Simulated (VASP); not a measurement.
Set up this calculation in VASP 6.6.1, as the native input.

* Task: relaxation of cell and atoms
* Functional: PBEsol
* Potentials or basis: VASP PAW PBE potentials, release 64 (Mg, H)
* Cutoff: 600 eV
* k mesh: 10 × 10 × 10
* Occupations: fermi-dirac, width 0.05 eV
* Spin: no spin polarisation
* Dipole correction: no
* Further INCAR settings: ALGO = Normal; EDIFF = 1e-07; IBRION = 2; EDIFFG = -0.01; NSW = 60; ISIF = 3

The structure of MgH2 lies in POSCAR:

```
MgH2
1.0
    0.0000000000      2.3810671667      2.3810671667
    2.3810671667      0.0000000000      2.3810671667
    2.3810671667      2.3810671667      0.0000000000
Mg H
1 2
Direct
    0.0000000000      0.0000000000      0.0000000000
    0.2500000000      0.2500000000      0.2500000000
    0.7500000000      0.7500000000      0.7500000000
```

One way to write it, as run:

INCAR

```
SYSTEM = MgH2
ALGO = Normal ; EDIFF = 1E-7
EDIFFG = -0.01 ; ENCUT = 600
GGA = PS ; IBRION = 2
ISIF = 3 ; ISMEAR = -1
LASPH = .True. ; LCHARG = .False.
LREAL = .False. ; LWAVE = .False.
NELM = 100 ; NSW = 60
PREC = Accurate ; SIGMA = 0.05
```

KPOINTS

```
k-points
0
Gamma
  10 10 10
  0 0 0
```

Potentials or basis: VASP PAW PBE potentials, release 64 (Mg, H).

Launch:

```sh
$ cat potpaw_PBE.64/Mg/POTCAR potpaw_PBE.64/H/POTCAR > POTCAR
$ mpirun -np 1 vasp_std > vasp.out
```

Results of the run:

```yaml
Relaxed_volume: 8.78 Å³/atom
Relaxed_cell: a = 3.339 Å, b = 3.339 Å, c = 3.339 Å, α = 60.00°, β = 60.00°, γ = 60.00°
Space_group_after_relaxing_to_0.05_Å: Fm-3m (No. 225)
Energy_gained_by_relaxing: 1.1 meV/atom
Ionic_steps: 3
Pressure_after_relaxing: 0.0 GPa
Band_gap_on_the_k_mesh: zero (band 2 reaches 4.17 eV, above the bottom of band 3 at 2.52 eV)
```

Caveat: the PAW data sets were made with another functional, which shifts forces and pressure a little.

It took 8 s on 1 thread of Intel(R) Xeon(R) 6975P-C (Granite Rapids) (shared host), peak memory 0.16 GiB.
